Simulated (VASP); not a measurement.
The system is VH.

```
V H
1.0
     0.00000    1.96500    1.96500
     1.96500    0.00000    1.96500
     1.96500    1.96500    0.00000
V H
1 1
Cartesian
  0.0000 0.0000 0.0000
  1.9650 1.9650 1.9650
```

| Property | Result |
| --- | --- |
| Program | VASP 6.6.1 |
| Task | relaxation of cell and atoms |
| Functional | PBEsol |
| Potentials or basis | VASP PAW PBE potentials, release 64 (V_sv, H) |
| Cutoff | 500 eV |
| k mesh | 10 × 10 × 10 |
| Occupations | methfessel-paxton, width 0.1 eV |
| Spin | collinear spin, ferromagnetic start |
| Starting moments | [1.5, 0.0] μB |

At the start: pressure -4.3 GPa; volume 7.59 Å³/atom.

Q: How do energy, volume and symmetry change on relaxing?

A: Over 3 steps the energy falls by 2.1 meV/atom and the volume is 7.43 Å³/atom (-2.0 %); space group Fm-3m (No. 225, to 0.1 Å) before and after; moment 0.00 μB per cell.

The path:
```tsv
step	energy change (eV)	largest force (eV/Å)	pressure (GPa)	volume (Å³)
1	0.0000	0.0000	-4.31	15.17
2	-0.0033	0.0000	2.04	14.73
3	-0.0042	0.0000	0.00	14.87
```

Final structure:
```
V H
1.0
     0.00000    1.95164    1.95164
     1.95164    0.00000    1.95164
     1.95164    1.95164    0.00000
V H
1 1
Direct
  0.00000 0.00000 0.00000
  0.50000 0.50000 0.50000
```

Caveat: the PAW data sets were made with another functional, which shifts forces and pressure a little.
